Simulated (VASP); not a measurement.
Here is a VASP 6.6.1 calculation.

POSCAR

```
Ni
1.0
    0.0000000000      1.7671500000      1.7671500000
    1.7671500000      0.0000000000      1.7671500000
    1.7671500000      1.7671500000      0.0000000000
Ni
1
Direct
    0.0000000000      0.0000000000      0.0000000000
```

File INCAR.step1:

```
PREC = Accurate
ENCUT = 520
ISMEAR = -1
SIGMA = 0.05
LREAL = False
LASPH = True
NELM = 150
ISPIN = 2
MAGMOM = 0.2
LMAXMIX = 4
NBANDS = 15
GGA = PE
ALGO = Normal
EDIFF = 1E-4
LWAVE = True
LCHARG = False
```

Contents of INCAR.step2:

```
PREC = Accurate
ENCUT = 520
EDIFF = 1E-7
ISMEAR = -1
SIGMA = 0.05
LREAL = False
LASPH = True
NELM = 150
ALGO = Normal
ISIF = 2
LWAVE = False
LCHARG = True
ISPIN = 2
MAGMOM = 0.2
LORBIT = 11
LMAXMIX = 4
METAGGA = R2SCAN
LMIXTAU = True
LELF = True
LVHAR = True
NBANDS = 15
ISTART = 1
```

The input KPOINTS:

```
regular mesh
0
Gamma
  11 11 11
```

Potentials or basis: VASP PAW PBE potentials, release 64 (Ni).

Run with:

```console
$ cat potpaw_PBE.64/Ni/POTCAR > POTCAR
$ cp INCAR.step1 INCAR
$ mpirun -np 1 vasp_std > vasp.out
$ cp INCAR.step2 INCAR
$ mpirun -np 1 vasp_std > vasp.out
```

What does it give for the net moment?

0.77 μB per cell.

Estimate the pressure.

-8.6 GPa.

Caveat: the PAW data sets were made with another functional, which shifts forces and pressure a little.
